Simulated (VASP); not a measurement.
# InBiSe2 (P4/mmm) in VASP: relaxation of cell and atoms with PBE

Aim: the relaxation of cell and atoms of InBiSe2 with PBE.

All numbers are computed with VASP 6.6.1; they aren't measurements. Logs are shortened: lines on timing, memory, paths and dates and some standing lists are left out, and cuts for length are marked.

### Step 1. The cell of the first run

It takes space group P4/mmm (No. 123, tetragonal). Conventional cell: a = 5.754 Å, b = 5.754 Å, c = 3.165 Å, α = 90.00°, β = 90.00°, γ = 90.00°. In (site symmetry 4/mmm) has 4 Se at 2.88 Å and 2 In at 3.17 Å within 3.8 Å. Bi (site symmetry 4/mmm) has 2 Bi at 3.17 Å and 8 Se at 3.28 Å within 4.2 Å. Se (site symmetry mmm) has 2 In at 2.88 Å and 2 Se at 3.17 Å and 4 Bi at 3.28 Å within 3.8 Å.

### Step 2. Relaxation of cell and atoms, PBE

INCAR

```
  PREC = Accurate
  ENCUT = 600
  EDIFF = 1E-7
  ISMEAR = 0
  SIGMA = 0.1
  LREAL = F
  LASPH = T
  NELM = 100
  ALGO = Normal
  ISIF = 3
  LWAVE = F
  LCHARG = F
  GGA = PE
  IBRION = 2
  NSW = 100
  EDIFFG = -0.01
```

KPOINTS

```
Automatic mesh
0
Gamma
  8 8 14
```

POSCAR

```
InBiSe2
1.0
    5.7540520039      0.0000000000      0.0000000000
    0.0000000000      5.7540520039      0.0000000000
    0.0000000000      0.0000000000      3.1654063865
In Bi Se
1 1 2
Direct
    0.0000000000      0.0000000000      0.0000000000
    0.5000000000      0.5000000000      0.5000000000
    0.5000000000      0.0000000000      0.0000000000
    0.0000000000      0.5000000000      0.0000000000
```

Potentials or basis: VASP PAW PBE potentials, release 64 (In_d, Bi_d, Se).

Run with:

```
$ cat potpaw_PBE.64/In_d/POTCAR potpaw_PBE.64/Bi_d/POTCAR potpaw_PBE.64/Se/POTCAR > POTCAR
$ mpirun -np 1 vasp_std > vasp.out
```

OUTCAR:

```text
PREC = Accurate
   ENCUT = 600
   EDIFF = 1E-7
   ISMEAR = 0
   LREAL = F
   LASPH = T
   NELM = 100
   ISIF = 3
   GGA = PE
   IBRION = 2
   NSW = 100
   EDIFFG = -0.01

 ion  position               nearest neighbor table
   1  0.000  0.000  0.000-   3 2.88   4 2.88   4 2.88   3 2.88
   2  0.500  0.500  0.500-   3 3.28   4 3.28   3 3.28   4 3.28   3 3.28   3 3.28   4 3.28   4 3.28

   3  0.500  0.000  0.000-   1 2.88   1 2.88   2 3.28   2 3.28   2 3.28   2 3.28
   4  0.000  0.500  0.000-   1 2.88   1 2.88   2 3.28   2 3.28   2 3.28   2 3.28

  LATTYP: Found a simple tetragonal cell.
 ALAT       =     5.7540520039
 C/A-ratio  =     0.5501177925

  Lattice vectors:

 A1 = (   5.7540520039,   0.0000000000,   0.0000000000)
 A2 = (   0.0000000000,   5.7540520039,   0.0000000000)
 A3 = (   0.0000000000,   0.0000000000,   3.1654063865)

Analysis of symmetry for initial positions (statically):
=====================================================================
 Subroutine PRICEL returns:
 Original cell was already a primitive cell.

 Routine SETGRP: Setting up the symmetry group for a
 simple tetragonal supercell.

 Subroutine GETGRP returns: Found 16 space group operations
 (whereof 16 operations were pure point group operations)
 out of a pool of 16 trial point group operations.

The static configuration has the point symmetry D_4h.

Analysis of symmetry for dynamics (positions and initial velocities):
=====================================================================
 Subroutine PRICEL returns:
 Original cell was already a primitive cell.

 Routine SETGRP: Setting up the symmetry group for a
 simple tetragonal supercell.

 Subroutine GETGRP returns: Found 16 space group operations
 (whereof 16 operations were pure point group operations)
 out of a pool of 16 trial point group operations.

The dynamic configuration has the point symmetry D_4h.

 Subroutine INISYM returns: Found 16 space group operations
 (whereof 16 operations are pure point group operations),
 and found     1 'primitive' translations

----------------------------------------------------------------------------------------

                                     Primitive cell

  volume of cell :     104.8038

  direct lattice vectors                    reciprocal lattice vectors
     5.754052004  0.000000000  0.000000000     0.173790574  0.000000000  0.000000000
     0.000000000  5.754052004  0.000000000     0.000000000  0.173790574  0.000000000
     0.000000000  0.000000000  3.165406386     0.000000000  0.000000000  0.315915203

  length of vectors
     5.754052004  5.754052004  3.165406386     0.173790574  0.173790574  0.315915203

  position of ions in fractional coordinates (direct lattice)
     0.000000000  0.000000000  0.000000000
     0.500000000  0.500000000  0.500000000
     0.500000000  0.000000000  0.000000000
     0.000000000  0.500000000  0.000000000

  ion indices of the primitive-cell ions
   primitive index   ion index
                 1           1
                 2           2
                 3           3
                 4           4

----------------------------------------------------------------------------------------

 KPOINTS: Automatic mesh

Automatic generation of k-mesh.
 Grid dimensions read from file:
 generate k-points for:    8    8   14

 Generating k-lattice:

  Cartesian coordinates                     Fractional coordinates (reciprocal lattice)
     0.021723822  0.000000000  0.000000000     0.125000000  0.000000000  0.000000000
     0.000000000  0.021723822  0.000000000     0.000000000  0.125000000  0.000000000
     0.000000000  0.000000000  0.022565372     0.000000000  0.000000000  0.071428571

  Length of vectors
     0.021723822  0.021723822  0.022565372

  Shift w.r.t. Gamma in fractional coordinates (k-lattice)
     0.000000000  0.000000000  0.000000000

 Subroutine IBZKPT returns following result:
 ===========================================

 Found    120 irreducible k-points:

 Following reciprocal coordinates:
            Coordinates               Weight
  0.000000  0.000000  0.000000      1.000000
  0.125000  0.000000  0.000000      4.000000
  0.250000  0.000000  0.000000      4.000000
  0.375000  0.000000  0.000000      4.000000
  0.500000  0.000000  0.000000      2.000000
  0.125000  0.125000  0.000000      4.000000
[... 16 lines left out ...]
  0.375000  0.125000  0.071429     16.000000
  0.500000  0.125000  0.071429      8.000000
 [... further k-points ...]
   k-points           NKPTS =    120   k-points in BZ     NKDIM =    120   number of bands    NBANDS=     24
   number of dos      NEDOS =    301   number of ions     NIONS =      4
   total plane-waves  NPLWV =  64512
   dimension x,y,z NGX =    48 NGY =   48 NGZ =   28
   dimension x,y,z NGXF=    96 NGYF=   96 NGZF=   56
   ions per type =               1   1   2
   NGX,Y,Z   is equivalent  to a cutoff of  13.87, 13.87, 14.71 a.u.
   NGXF,Y,Z  is equivalent  to a cutoff of  27.74, 27.74, 29.41 a.u.
 SYSTEM =  unknown system
   PREC   = accura    normal or accurate (medium, high low for compatibility)
   ISTART =      0    job   : 0-new  1-cont  2-samecut
   ICHARG =      2    charge: 1-file 2-atom 10-const
   ISPIN  =      1    spin polarized calculation?
   LNONCOLLINEAR =      F non collinear calculations
   LSORBIT =      F    spin-orbit coupling
   LASPH  =      T    aspherical Exc in radial PAW
   ENCUT  =  600.0 eV  44.10 Ry    6.64 a.u.  11.49 11.49  6.32*2*pi/ulx,y,z
   NELM   =    100;   NELMIN=  2; NELMDL= -5     # of ELM steps
   EDIFF  = 0.1E-06   stopping-criterion for ELM
   LREAL  =      F    real-space projection
   EDIFFG = -.1E-01   stopping-criterion for IOM
   NSW    =    100    number of steps for IOM
   IBRION =      2    ionic relax: 0-MD 1-quasi-New 2-CG
   NFREE  =      1    steps in history (QN), initial steepest desc. (CG)
   ISIF   =      3    stress and relaxation
   ISYM   =      2    0-nonsym 1-usesym 2-fastsym
   POTIM  = 0.5000    time-step for ionic-motion
   TEBEG  =    0.0;   TEEND  =   0.0 temperature during run
   PSTRESS=    0.0 pullay stress
   NELECT =      40.0000    total number of electrons
   NUPDOWN=      -1.0000    fix difference up-down
   EMIN   =  10.00;   EMAX   =-10.00  energy-range for DOS
   EFERMI =   0.00;   METHOD = LEGACY
   ISMEAR =     0;   SIGMA  =   0.10  broadening in eV -4-tet -1-fermi 0-gaus
   EFERMI_NEDOS =   21; number of points for ismear=-14 and -15
   IALGO  =     38    algorithm
   IMIX   =      4    mixing-type and parameters
     AMIX     =   0.40;   BMIX     =  1.00
     AMIX_MAG =   1.60;   BMIX_MAG =  1.00
  volume/ion in A,a.u.               =      26.20       176.81
  Fermi-wavevector in a.u.,A,eV,Ry     =   1.187506  2.244061 19.186535  1.410171
  Thomas-Fermi vector in A             =   2.323656
   LORBIT       =      0    0 simple, 1 ext, 2 COOP (PROOUT), +10 PAW based schemes
   GGA     = PE    functional components
   LHFCALC =     F    Hartree Fock is set to
   AEXX    =    0.0000 exact exchange contribution
   IVDW    =     0    specifies the selected vdW correction
   LEPSILON=     F    determine dielectric tensor
   LRPA    =     F    only Hartree local field effects (RPA)
 conjugate gradient relaxation of ions
 non-spin polarized calculation
 Gauss-broadening in eV      SIGMA  =   0.10
  energy-cutoff  :      600.00
  volume of cell :      104.80
 maximum number of plane-waves:      3524
 NGX is ok and might be reduce to    48
   NGX = 23   NGY = 23   NGZ = 13

--------------------------------------- Ionic step        1  -------------------------------------------

 number of electron      40.0000006 magnetization

 Free energy of the ion-electron system (eV)
  ---------------------------------------------------
  ext. energy  EPLUGINS =         0.00000000
  ---------------------------------------------------
  free energy    TOTEN  =       -13.44734462 eV

  energy without entropy =      -13.42986538  energy(sigma->0) =      -13.43860500

------------------------ aborting loop because EDIFF is reached ----------------------------------------

  FORCE on cell =-STRESS in cart. coord.  units (eV):
  Direction    XX          YY          ZZ          XY          YZ          ZX
  --------------------------------------------------------------------------------------
  -------------------------------------------------------------------------------------
  Total        0.4833735      0.4833735      0.4018513      0.0000000      0.0000000      0.0000000
  in kB        7.3895220      7.3895220      6.1432610      0.0000000      0.0000000      0.0000000
  external PRESSURE =       6.9741017 kB  Pullay stress =       0.0000000 kB

 VOLUME and BASIS-vectors are now :
 -----------------------------------------------------------------------------
  energy-cutoff  :      600.00
  volume of cell :      104.80
      direct lattice vectors                 reciprocal lattice vectors
     5.754052004  0.000000000  0.000000000     0.173790574  0.000000000  0.000000000
     0.000000000  5.754052004  0.000000000     0.000000000  0.173790574  0.000000000
     0.000000000  0.000000000  3.165406386     0.000000000  0.000000000  0.315915203
[... 229 lines left out ...]
 POSITION                                       TOTAL-FORCE (eV/Angst)
 -----------------------------------------------------------------------------------
      0.00000      0.00000      0.00000         0.000000      0.000000      0.000000
      2.94412      2.94412      1.54243         0.000000     -0.000000      0.000000
      2.94412      0.00000      0.00000         0.000000      0.000000      0.000000
      0.00000      2.94412      0.00000         0.000000      0.000000      0.000000
 -----------------------------------------------------------------------------------
    total drift:                                0.000000     -0.000000      0.000000

  FREE ENERGIE OF THE ION-ELECTRON SYSTEM (eV)
  ---------------------------------------------------
  free  energy   TOTEN  =       -13.4516336316 eV

  energy  without entropy=      -13.4360916338  energy(sigma->0) =      -13.44386263

--------------------------------------- Ionic step        8  -------------------------------------------

 number of electron      39.9999996 magnetization

 Free energy of the ion-electron system (eV)
  ---------------------------------------------------
  ext. energy  EPLUGINS =         0.00000000
  ---------------------------------------------------
  free energy    TOTEN  =       -13.45678760 eV

  energy without entropy =      -13.44108782  energy(sigma->0) =      -13.44893771

 E-fermi :   5.8002     XC(G=0):  -9.8881

 val. band max:        5.7988536253   @ k =   0.3750   0.2500   0.3571
 cond. band min:       5.8183706462   @ k =   0.3750   0.1250   0.5000
 fundamental gap:      0.0195170209
 Fermi energy:         5.8001725636

 k-point     1 :       0.0000    0.0000    0.0000
  band No.  band energies     occupation
      1     -17.7826      2.00000
      2     -17.6453      2.00000
      3     -17.6424      2.00000
      4     -17.5010      2.00000
      5     -17.5010      2.00000
      6      -8.8214      2.00000
[... 16 lines left out ...]
     23       9.2863      0.00000
     24      11.8561      0.00000
[... 598 lines left out ...]
      2     -17.6447      2.00000
      3     -17.6400      2.00000
      4     -17.5082      2.00000
      5     -17.5081      2.00000
      6      -8.6996      2.00000
[... 16 lines left out ...]
     23       8.4307      0.00000
     24      10.5037      0.00000

 [... further k-points ...]

------------------------ aborting loop because EDIFF is reached ----------------------------------------

  FORCE on cell =-STRESS in cart. coord.  units (eV):
  Direction    XX          YY          ZZ          XY          YZ          ZX
  --------------------------------------------------------------------------------------
  -------------------------------------------------------------------------------------
  Total       -0.0017906     -0.0017906     -0.0011761      0.0000000      0.0000000      0.0000000
  in kB       -0.0268841     -0.0268841     -0.0176583      0.0000000      0.0000000      0.0000000
  external PRESSURE =      -0.0238088 kB  Pullay stress =       0.0000000 kB

 VOLUME and BASIS-vectors are now :
 -----------------------------------------------------------------------------
  energy-cutoff  :      600.00
  volume of cell :      106.71
      direct lattice vectors                 reciprocal lattice vectors
     5.845727919  0.000000000  0.000000000     0.171065095  0.000000000  0.000000000
     0.000000000  5.845727919  0.000000000     0.000000000  0.171065095  0.000000000
     0.000000000 -0.000000000  3.122737608     0.000000000 -0.000000000  0.320231837

 POSITION                                       TOTAL-FORCE (eV/Angst)
 -----------------------------------------------------------------------------------
      0.00000      0.00000      0.00000         0.000000      0.000000      0.000000
      2.92286      2.92286      1.56137         0.000000     -0.000000      0.000000
      2.92286      0.00000      0.00000         0.000000      0.000000      0.000000
      0.00000      2.92286      0.00000         0.000000      0.000000      0.000000
 -----------------------------------------------------------------------------------
    total drift:                                0.000000     -0.000000      0.000000

  FREE ENERGIE OF THE ION-ELECTRON SYSTEM (eV)
  ---------------------------------------------------
  free  energy   TOTEN  =       -13.4567876032 eV

  energy  without entropy=      -13.4410878240  energy(sigma->0) =      -13.44893771

 reached required accuracy - stopping structural energy minimisation
```

Run time: 12 min. Hardware: 1 thread of Intel Xeon 6975P-C (Granite Rapids), shared host; peak memory 0.56 GiB.

What came out:

| Quantity | Value |
| --- | --- |
| Free energy | -13.4568 eV |
| Relaxed volume | 26.68 Å³/atom |
| Relaxed cell | a = 5.846 Å, b = 5.846 Å, c = 3.123 Å, α = 90.00°, β = 90.00°, γ = 90.00° |
| Space group after relaxing (to 0.05 Å) | P4/mmm (No. 123) |
| Energy gained by relaxing | 2.4 meV/atom |
| Ionic steps | 8 |
| Pressure after relaxing | 0.0 GPa |
| Band gap on the k mesh | zero (band 20 reaches 7.10 eV, above the bottom of band 21 at 4.06 eV) |

The path:
```tsv
step	energy change (eV)	largest force (eV/Å)	pressure (GPa)	volume (Å³)
1	0.0000	0.0000	0.70	104.80
2	-0.0032	0.0000	-0.12	106.54
3	-0.0032	0.0000	-0.01	106.30
4	-0.0036	0.0000	-0.01	106.34
5	-0.0052	0.0000	-0.02	106.43
6	-0.0088	0.0000	-0.02	106.62
7	-0.0043	0.0000	0.08	106.96
8	-0.0094	0.0000	0.00	106.71
```

Final structure:
```
CELL_PARAMETERS angstrom
5.84573 0.00000 0.00000
0.00000 5.84573 0.00000
0.00000 0.00000 3.12274
ATOMIC_POSITIONS crystal
In 0.00000 0.00000 0.00000
Bi 0.50000 0.50000 0.50000
Se 0.50000 0.00000 0.00000
Se 0.00000 0.50000 0.00000
```

Levels at points of the mesh, in eV from the Fermi level:
| k point | band 16 | band 17 | band 18 | band 19 | band 20 | band 21 | band 22 | band 23 | band 24 |
| --- | --- | --- | --- | --- | --- | --- | --- | --- | --- |
| (0.00, 0.00, 0.00) | -4.75 | -3.31 | -3.31 | 0.74 | 1.30 | 3.15 | 3.15 | 3.49 | 6.06 |
| (0.50, 0.00, 0.00) | -4.18 | -2.25 | -1.40 | 0.19 | 1.05 | 1.13 | 2.28 | 3.01 | 4.96 |
| (0.50, 0.50, 0.00) | -1.96 | -1.95 | -1.21 | -1.21 | 0.69 | 1.19 | 1.19 | 1.74 | 1.74 |
| (0.00, 0.00, 0.50) | -3.62 | -3.10 | -3.10 | -1.50 | -1.50 | -1.40 | -0.39 | -0.39 | 0.45 |
| (0.50, 0.00, 0.50) | -3.95 | -3.70 | -2.71 | -2.07 | -0.30 | -0.28 | -0.18 | 1.69 | 2.04 |
| (0.50, 0.50, 0.50) | -4.83 | -4.78 | -1.12 | -1.09 | -0.89 | 0.66 | 2.08 | 2.08 | 3.22 |

Caveat: spin-orbit coupling is left out, which moves the levels of the heavy elements.
